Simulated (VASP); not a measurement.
A run of VASP 6.6.1 is set up as follows.

The input INCAR:

```
SYSTEM = Sn2PbO3
ALGO = Normal ; EDIFF = 1E-6
ENCUT = 600 ; GGA = PE
GGA_COMPAT = .False. ; ISIF = 2
ISMEAR = 0 ; KPAR = 4
LASPH = .True. ; LCHARG = .False.
LREAL = .False. ; LWAVE = .False.
NBANDS = 72 ; NELM = 120
PREC = Accurate ; SIGMA = 0.02
```

File KPOINTS:

```
k-points
0
Gamma
  10 10 4
  0 0 0
```

Contents of POSCAR:

```
Sn2PbO3
1.0
    3.9244101613      0.0000000000      0.0000000000
    0.0000000000      3.9244101613      0.0000000000
    0.0000000000      0.0000000000     15.8743987178
Sn Pb O
4 2 6
Direct
    0.5000000000      0.0000000000      0.5874701704
    0.5000000000      0.0000000000      0.9279898222
    0.0000000000      0.5000000000      0.0720101778
    0.0000000000      0.5000000000      0.4125298296
    0.0000000000      0.5000000000      0.7374445150
    0.5000000000      0.0000000000      0.2625554850
    0.5000000000      0.5000000000      0.6589164021
    0.0000000000      0.0000000000      0.6589164021
    0.5000000000      0.5000000000      0.0000000000
    0.0000000000      0.0000000000      0.0000000000
    0.0000000000      0.0000000000      0.3410835979
    0.5000000000      0.5000000000      0.3410835979
```

Potentials or basis: VASP PAW PBE potentials, release 64 (Sn_d, Pb_d, O).

The run is started by

```sh
$ cat potpaw_PBE.64/Sn_d/POTCAR potpaw_PBE.64/Pb_d/POTCAR potpaw_PBE.64/O/POTCAR > POTCAR
$ mpirun -np 4 vasp_std > vasp.out
```

Estimate the band gap on the k mesh.

0.68 eV (least direct gap 1.23 eV).

What does it give for the largest force?

0.071 eV/Å.

What does it give for the pressure?

0.1 GPa.

Forces on the atoms (eV/Å):
```
Sn   0.000  0.000 -0.066
Sn   0.000  0.000 -0.071
Sn   0.000  0.000  0.071
Sn   0.000  0.000  0.066
Pb   0.000  0.000  0.039
Pb   0.000  0.000 -0.039
O    0.000  0.000  0.012
O    0.000  0.000  0.012
O    0.000  0.000  0.000
O    0.000  0.000  0.000
O    0.000  0.000 -0.012
O    0.000  0.000 -0.012
```

Caveat: spin-orbit coupling is left out, which moves the levels of the heavy elements. A k mesh can miss the band edges.
